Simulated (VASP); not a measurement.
# CuO (I-4m2) in VASP: further runs

CuO is run at these levels: PBE; tasks: single point.

All numbers are computed with VASP 6.6.1; they aren't measurements. Logs are shortened: lines on timing, memory, paths and dates and some standing lists are left out, and cuts for length are marked.

### 1 The cell of the first run

It takes space group I-4m2 (No. 119, tetragonal). The conventional cell has a = 3.291 Å, b = 3.291 Å, c = 4.561 Å, α = 90.00°, β = 90.00°, γ = 90.00°. Within 2.7 Å of Cu (site symmetry -4m2) lie 4 O at 2.00 Å. Within 2.7 Å of O (site symmetry -4m2) lie 4 Cu at 2.00 Å.

### 2 Single point, PBE

INCAR

```
SYSTEM = CuO
ALGO = Normal
EDIFF = 1E-7
ENCUT = 520
GGA = PE
ISIF = 2
ISMEAR = -1
LASPH = .TRUE.
LCHARG = .TRUE.
LELF = .TRUE.
LREAL = .FALSE.
LVHAR = .TRUE.
LWAVE = .FALSE.
NBANDS = 16
NELM = 80
PREC = Accurate
SIGMA = 0.05
```

KPOINTS

```
k-points
0
G
  8 8 8
  0 0 0
```

POSCAR

```
CuO
1.0
    0.0000000000      2.3272527300      2.2807076754
    2.3272527300      0.0000000000      2.2807076754
    2.3272527300      2.3272527300      0.0000000000
Cu O
1 1
Direct
    0.0000000000      0.0000000000      0.0000000000
    0.2500000000      0.2500000000      0.2500000000
```

Potentials or basis: VASP PAW PBE potentials, release 64 (Cu, O).

Run with:

```console
cat potpaw_PBE.64/Cu/POTCAR potpaw_PBE.64/O/POTCAR > POTCAR
mpirun -np 1 vasp_std > vasp.out
```

OUTCAR:

```text
SYSTEM = CuO
   EDIFF = 1E-7
   ENCUT = 520
   GGA = PE
   ISIF = 2
   ISMEAR = -1
   LASPH = .TRUE.
   LREAL = .FALSE.
   NELM = 80
   PREC = Accurate

 ion  position               nearest neighbor table
   1  0.000  0.000  0.000-   2 2.00   2 2.00   2 2.00   2 2.00
   2  0.250  0.250  0.250-   1 2.00   1 2.00   1 2.00   1 2.00

  LATTYP: Found a body centered tetragonal cell.
 ALAT       =     3.2912323738
 C/A-ratio  =     1.3859292911

  Lattice vectors:

 A1 = (   0.0000000000,  -2.3272527300,  -2.2807076754)
 A2 = (   0.0000000000,   2.3272527300,  -2.2807076754)
 A3 = (   2.3272527300,   0.0000000000,   2.2807076754)

Analysis of symmetry for initial positions (statically):
=====================================================================
 Subroutine PRICEL returns:
 Original cell was already a primitive cell.

 Routine SETGRP: Setting up the symmetry group for a
 body centered tetragonal supercell.

 Subroutine GETGRP returns: Found  8 space group operations
 (whereof  8 operations were pure point group operations)
 out of a pool of 16 trial point group operations.

The static configuration has the point symmetry D_2d.

Analysis of symmetry for dynamics (positions and initial velocities):
=====================================================================
 Subroutine PRICEL returns:
 Original cell was already a primitive cell.

 Routine SETGRP: Setting up the symmetry group for a
 body centered tetragonal supercell.

 Subroutine GETGRP returns: Found  8 space group operations
 (whereof  8 operations were pure point group operations)
 out of a pool of 16 trial point group operations.

The dynamic configuration has the point symmetry D_2d.

 Subroutine INISYM returns: Found  8 space group operations
 (whereof  8 operations are pure point group operations),
 and found     1 'primitive' translations

----------------------------------------------------------------------------------------

                                     Primitive cell

  volume of cell :      24.7051

  direct lattice vectors                    reciprocal lattice vectors
     0.000000000  2.327252730  2.280707675    -0.214845596  0.214845596  0.219230200
     2.327252730  0.000000000  2.280707675     0.214845596 -0.214845596  0.219230200
     2.327252730  2.327252730  0.000000000     0.214845596  0.214845596 -0.219230200

  length of vectors
     3.258486270  3.258486270  3.291232374     0.374672045  0.374672045  0.374672045

  position of ions in fractional coordinates (direct lattice)
     0.000000000  0.000000000  0.000000000
     0.250000000  0.250000000  0.250000000

  ion indices of the primitive-cell ions
   primitive index   ion index
                 1           1
                 2           2

----------------------------------------------------------------------------------------

 KPOINTS: k-points

Automatic generation of k-mesh.
 Grid dimensions read from file:
 generate k-points for:    8    8    8

 Generating k-lattice:

  Cartesian coordinates                     Fractional coordinates (reciprocal lattice)
    -0.026855700  0.026855700  0.027403775     0.125000000 -0.000000000  0.000000000
     0.026855700 -0.026855700  0.027403775    -0.000000000  0.125000000  0.000000000
     0.026855700  0.026855700 -0.027403775     0.000000000  0.000000000  0.125000000

  Length of vectors
     0.046834006  0.046834006  0.046834006

  Shift w.r.t. Gamma in fractional coordinates (k-lattice)
     0.000000000  0.000000000  0.000000000

 Subroutine IBZKPT returns following result:
 ===========================================

 Found     59 irreducible k-points:

 Following reciprocal coordinates:
            Coordinates               Weight
  0.000000  0.000000  0.000000      1.000000
  0.125000 -0.000000  0.000000      8.000000
  0.250000 -0.000000  0.000000      8.000000
  0.375000 -0.000000  0.000000      8.000000
  0.500000 -0.000000  0.000000      4.000000
  0.125000  0.125000  0.000000      2.000000
[... 16 lines left out ...]
  0.250000 -0.000000  0.125000     16.000000
  0.375000 -0.000000  0.125000     16.000000
 [... further k-points ...]
   k-points           NKPTS =     59   k-points in BZ     NKDIM =     59   number of bands    NBANDS=     16
   number of dos      NEDOS =    301   number of ions     NIONS =      2
   total plane-waves  NPLWV =  13824
   dimension x,y,z NGX =    24 NGY =   24 NGZ =   24
   dimension x,y,z NGXF=    48 NGYF=   48 NGZF=   48
   ions per type =               1   1
   NGX,Y,Z   is equivalent  to a cutoff of  12.24, 12.24, 12.12 a.u.
   NGXF,Y,Z  is equivalent  to a cutoff of  24.49, 24.49, 24.25 a.u.
 SYSTEM =  CuO
   PREC   = accura    normal or accurate (medium, high low for compatibility)
   ISTART =      0    job   : 0-new  1-cont  2-samecut
   ICHARG =      2    charge: 1-file 2-atom 10-const
   ISPIN  =      1    spin polarized calculation?
   LNONCOLLINEAR =      F non collinear calculations
   LSORBIT =      F    spin-orbit coupling
   LASPH  =      T    aspherical Exc in radial PAW
   ENCUT  =  520.0 eV  38.22 Ry    6.18 a.u.   6.06  6.06  6.12*2*pi/ulx,y,z
   NELM   =     80;   NELMIN=  2; NELMDL= -5     # of ELM steps
   EDIFF  = 0.1E-06   stopping-criterion for ELM
   LREAL  =      F    real-space projection
   EDIFFG = 0.1E-05   stopping-criterion for IOM
   NSW    =      0    number of steps for IOM
   IBRION =     -1    ionic relax: 0-MD 1-quasi-New 2-CG
   NFREE  =      0    steps in history (QN), initial steepest desc. (CG)
   ISIF   =      2    stress and relaxation
   ISYM   =      2    0-nonsym 1-usesym 2-fastsym
   POTIM  = 0.5000    time-step for ionic-motion
   TEBEG  =    0.0;   TEEND  =   0.0 temperature during run
   PSTRESS=    0.0 pullay stress
   NELECT =      17.0000    total number of electrons
   NUPDOWN=      -1.0000    fix difference up-down
   EMIN   =  10.00;   EMAX   =-10.00  energy-range for DOS
   EFERMI =   0.00;   METHOD = LEGACY
   ISMEAR =    -1;   SIGMA  =   0.05  broadening in eV -4-tet -1-fermi 0-gaus
   EFERMI_NEDOS =   21; number of points for ismear=-14 and -15
   IALGO  =     38    algorithm
   IMIX   =      4    mixing-type and parameters
     AMIX     =   0.40;   BMIX     =  1.00
     AMIX_MAG =   1.60;   BMIX_MAG =  1.00
  volume/ion in A,a.u.               =      12.35        83.36
  Fermi-wavevector in a.u.,A,eV,Ry     =   1.445314  2.731248 28.421656  2.088933
  Thomas-Fermi vector in A             =   2.563510
   LORBIT       =      0    0 simple, 1 ext, 2 COOP (PROOUT), +10 PAW based schemes
   GGA     = PE    functional components
   LHFCALC =     F    Hartree Fock is set to
   AEXX    =    0.0000 exact exchange contribution
   IVDW    =     0    specifies the selected vdW correction
   LEPSILON=     F    determine dielectric tensor
   LRPA    =     F    only Hartree local field effects (RPA)
 non-spin polarized calculation
  energy-cutoff  :      520.00
  volume of cell :       24.71
 maximum number of plane-waves:       676
   NGX = 13   NGY = 13   NGZ = 13

 number of electron      16.9999993 magnetization

 Free energy of the ion-electron system (eV)
  ---------------------------------------------------
  ext. energy  EPLUGINS =         0.00000000
  ---------------------------------------------------
  free energy    TOTEN  =        -9.53620235 eV

  energy without entropy =       -9.51592114  energy(sigma->0) =       -9.52606175

 E-fermi :   3.2861     XC(G=0): -10.6825

 val. band max:        3.2840384754   @ k =   0.5000  -0.0000   0.0000
 cond. band min:       3.3098685369   @ k =  -0.3750   0.1250   0.0000
 fundamental gap:      0.0258300615
 Fermi energy:         3.2860714096

 k-point     1 :       0.0000    0.0000    0.0000
  band No.  band energies     occupation
      1     -15.1247      2.00000
      2      -1.2016      2.00000
      3      -1.2016      2.00000
      4      -1.1752      2.00000
      5       1.3806      2.00000
      6       1.4236      2.00000
[... 8 lines left out ...]
     15      23.6542      0.00000
     16      23.7435      0.00000

 k-point     2 :       0.1250   -0.0000    0.0000
  band No.  band energies     occupation
      1     -15.0457      2.00000
      2      -1.4155      2.00000
      3      -1.1618      2.00000
      4      -1.1376      2.00000
      5       1.3707      2.00000
      6       1.4095      2.00000
[... 8 lines left out ...]
     15      22.6941      0.00000
     16      23.1034      0.00000

 k-point     3 :       0.2500   -0.0000    0.0000
  band No.  band energies     occupation
      1     -14.8495      2.00000
      2      -1.8284      2.00000
      3      -1.0727      2.00000
      4      -1.0326      2.00000
      5       1.3786      2.00000
      6       1.4038      2.00000
[... 8 lines left out ...]
     15      22.4338      0.00000
     16      22.6547      0.00000

 k-point     4 :       0.3750   -0.0000    0.0000
  band No.  band energies     occupation
      1     -14.6457      2.00000
      2      -2.1152      2.00000
      3      -0.9973      2.00000
      4      -0.9389      2.00000
      5       1.4486      2.00000
      6       1.4547      2.00000
[... 8 lines left out ...]
     15      23.3631      0.00000
     16      23.4962      0.00000
[... 324 lines left out ...]
 k-point    22 :       0.1250    0.0000    0.1250
  band No.  band energies     occupation
      1     -15.0210      2.00000
      2      -1.4907      2.00000
      3      -1.1403      2.00000
      4      -1.1034      2.00000
      5       1.3205      2.00000
      6       1.4426      2.00000
[... 8 lines left out ...]
     15      24.9080      0.00000
     16      25.3598      0.00000

 k-point    23 :       0.2500   -0.0000    0.1250
  band No.  band energies     occupation
      1     -14.8653      2.00000
      2      -1.7918      2.00000
      3      -1.0676      2.00000
      4      -1.0140      2.00000
      5       1.2778      2.00000
      6       1.4640      2.00000
[... 8 lines left out ...]
     15      24.1207      0.00000
     16      24.8717      0.00000

 k-point    24 :       0.3750   -0.0000    0.1250
  band No.  band energies     occupation
      1     -14.6641      2.00000
      2      -2.0180      2.00000
      3      -1.0293      2.00000
      4      -0.9154      2.00000
      5       1.3279      2.00000
      6       1.5003      2.00000
[... 8 lines left out ...]
     15      23.5756      0.00000
     16      24.8701      0.00000

 [... further k-points ...]
[... 5 lines left out ...]
  --------------------------------------------------------------------------------------
  -------------------------------------------------------------------------------------
  Total       -1.1510825     -1.1510825     -1.0684978      0.0000000      0.0000000      0.0000000
  in kB      -74.6500900    -74.6500900    -69.2942981      0.0000000      0.0000000      0.0000000
  external PRESSURE =     -72.8648260 kB  Pullay stress =       0.0000000 kB

 VOLUME and BASIS-vectors are now :
 -----------------------------------------------------------------------------
  energy-cutoff  :      520.00
  volume of cell :       24.71
      direct lattice vectors                 reciprocal lattice vectors
     0.000000000  2.327252730  2.280707675    -0.214845596  0.214845596  0.219230200
     2.327252730  0.000000000  2.280707675     0.214845596 -0.214845596  0.219230200
     2.327252730  2.327252730  0.000000000     0.214845596  0.214845596 -0.219230200

 POSITION                                       TOTAL-FORCE (eV/Angst)
 -----------------------------------------------------------------------------------
      0.00000      0.00000      0.00000        -0.000000     -0.000000     -0.000000
      1.16363      1.16363      1.14035         0.000000      0.000000      0.000000
 -----------------------------------------------------------------------------------
    total drift:                               -0.000000     -0.000000      0.000002

  FREE ENERGIE OF THE ION-ELECTRON SYSTEM (eV)
  ---------------------------------------------------
  free  energy   TOTEN  =        -9.5362023531 eV

  energy  without entropy=       -9.5159211445  energy(sigma->0) =       -9.52606175
```

Wall time 43 s (1 thread of Intel Xeon 6975P-C, shared host); peak memory 0.15 GiB.

What came out:

| Quantity | Value |
| --- | --- |
| Free energy | -9.5362 eV |
| Pressure | -7.3 GPa |

Caveat: an odd number of electrons without spin polarisation forces a metal; a magnetic or distorted state may lie lower; semilocal functionals often make such compounds metallic where correlation or magnetic order opens a gap, which also shifts bond lengths. With open d or f shells a metallic result of PBE can be an artefact of self-interaction; +U or a hybrid may open a gap.

### 3 Single point, PBE

This run uses another cell than the first one, of 12.48 Å³/atom, 1.010 times its volume.

INCAR

```
SYSTEM = CuO
PREC = Accurate ; ENCUT = 520
EDIFF = 1E-6 ; ISMEAR = -1
SIGMA = 0.05 ; LREAL = .FALSE.
LASPH = .TRUE. ; NELM = 60
ALGO = Normal ; ISIF = 2
LWAVE = .FALSE. ; LCHARG = .FALSE.
GGA = PE ; NBANDS = 16
```

KPOINTS

```
Automatic mesh
0
G
  8 8 8
  0 0 0
```

POSCAR

```
CuO
1.0
    0.0000000000      2.3272527300      2.3039802027
    2.3272527300      0.0000000000      2.3039802027
    2.3272527300      2.3272527300      0.0000000000
Cu O
1 1
Direct
    0.0000000000      0.0000000000      0.0000000000
    0.2500000000      0.2500000000      0.2500000000
```

Potentials or basis: VASP PAW PBE potentials, release 64 (Cu, O).

Run with:

```console
cat potpaw_PBE.64/Cu/POTCAR potpaw_PBE.64/O/POTCAR > POTCAR
mpirun -np 1 vasp_std > vasp.out
```

Run time: 34 s. Hardware: 1 thread of Intel Xeon 6975P-C, shared host; peak memory 0.15 GiB.

Results (log left out):

| Property | Result |
| --- | --- |
| Free energy | -9.5247 eV |
| Pressure | -8.2 GPa |

Stress tensor (GPa, compression positive):
```
-8.25  0.00  0.00
 0.00 -8.25  0.00
 0.00  0.00 -7.97
```

Levels at points of the mesh, in eV from the Fermi level:
| k point | band 7 | band 8 | band 9 | band 10 | band 11 | band 12 |
| --- | --- | --- | --- | --- | --- | --- |
| (0.00, 0.00, 0.00) | 0.72 | 0.72 | 0.73 | 0.90 | 13.90 | 13.91 |
| (0.50, 0.00, 0.00) | -1.68 | -0.02 | -0.01 | 5.86 | 7.66 | 13.48 |
| (0.50, 0.50, 0.00) | -1.27 | -1.03 | -1.03 | 5.78 | 9.34 | 11.36 |
| (0.50, 0.00, 0.50) | -1.31 | -1.05 | -1.02 | 5.79 | 9.28 | 11.40 |

Caveat: an odd number of electrons without spin polarisation forces a metal; a magnetic or distorted state may lie lower; semilocal functionals often make such compounds metallic where correlation or magnetic order opens a gap, which also shifts bond lengths. With open d or f shells a metallic result of PBE can be an artefact of self-interaction; +U or a hybrid may open a gap.
